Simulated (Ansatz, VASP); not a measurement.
## One calculation of SbPt, two programs

Contents of INCAR:

```
SYSTEM = SbPt
  PREC = Accurate
  ENCUT = 520
  EDIFF = 1E-6
  ISMEAR = -1
  SIGMA = 0.08
  LREAL = .FALSE.
  LASPH = .TRUE.
  NELM = 100
  ALGO = Normal
  ISIF = 2
  LWAVE = .FALSE.
  LCHARG = .TRUE.
  LELF = .TRUE.
  LVHAR = .TRUE.
  NBANDS = 23
```

File KPOINTS:

```
regular mesh
0
G
  11 11 8
  0 0 0
```

POSCAR

```
SbPt
1.0
    4.1712978493      0.0000000000      0.0000000000
   -2.0856489246      3.6124499042      0.0000000000
    0.0000000000      0.0000000000      5.4720000000
Sb Pt
2 2
Direct
    0.3333333333      0.6666666667      0.2500000000
    0.6666666667      0.3333333333      0.7500000000
    0.0000000000      0.0000000000      0.0000000000
    0.0000000000      0.0000000000      0.5000000000
```

Input for Ansatz:

```yaml
crystal:
  lattice:
    - [4.1712978493, 0.0, 0.0]
    - [-2.0856489246, 3.6124499042, 0.0]
    - [0.0, 0.0, 5.472]
  atoms:
    - { symbol: Sb, position: [0.3333333333, 0.6666666667, 0.25] }
    - { symbol: Sb, position: [0.6666666667, 0.3333333333, 0.75] }
    - { symbol: Pt, position: [0.0, 0.0, 0.0] }
    - { symbol: Pt, position: [0.0, 0.0, 0.5] }
kpoints:
  mp_grid: { grid: [11, 11, 8] }
  band_path:
    path:
      - [0.0, 0.0, 0.0]
      - [0.5, 0.0, 0.0]
      - [0.3333333333, 0.3333333333, 0.0]
      - [0.0, 0.0, 0.0]
      - [0.0, 0.0, 0.5]
      - [0.5, 0.0, 0.5]
      - [0.3333333333, 0.3333333333, 0.5]
      - [0.0, 0.0, 0.5]
      - [0.5, 0.0, 0.5]
    npoints: 5
scf:
  occupations: { method: fermi_dirac, width: 0.08 }
hamiltonian:
  xc: lda
  pseudopotentials: { kind: all_electron, lapw: { basis_error: 0.0005 } }
output:
  forces: true
  stress: true
  eigenvalues: true
```

Change from the starting cell: equal xx and yy strain of +1 %.

Alike in both runs: task single point; functional LDA; k mesh 11 × 11 × 8; occupations fermi-dirac, width 0.08 eV; no spin polarisation.

|  | VASP | Ansatz |
| --- | --- | --- |
| version | VASP 6.6.1 | Ansatz 0.2.0 |
| potentials or method | VASP PAW LDA potentials, release 64 (Sb, Pt), cutoff 520 eV | all-electron LAPW, scalar-relativistic |

```csv
,VASP,Ansatz,Ansatz less VASP
pressure (GPa),-2.6,-2.8,-0.20
"traceless stress, the component that is largest in VASP (GPa)",-0.14,-0.26,-0.121
```

LDA's correlation is that of Perdew and Zunger in VASP and of Perdew and Wang (1992) in Ansatz. Ansatz ran all-electron here, and VASP with PAW potentials.

Spin-orbit coupling is off throughout.
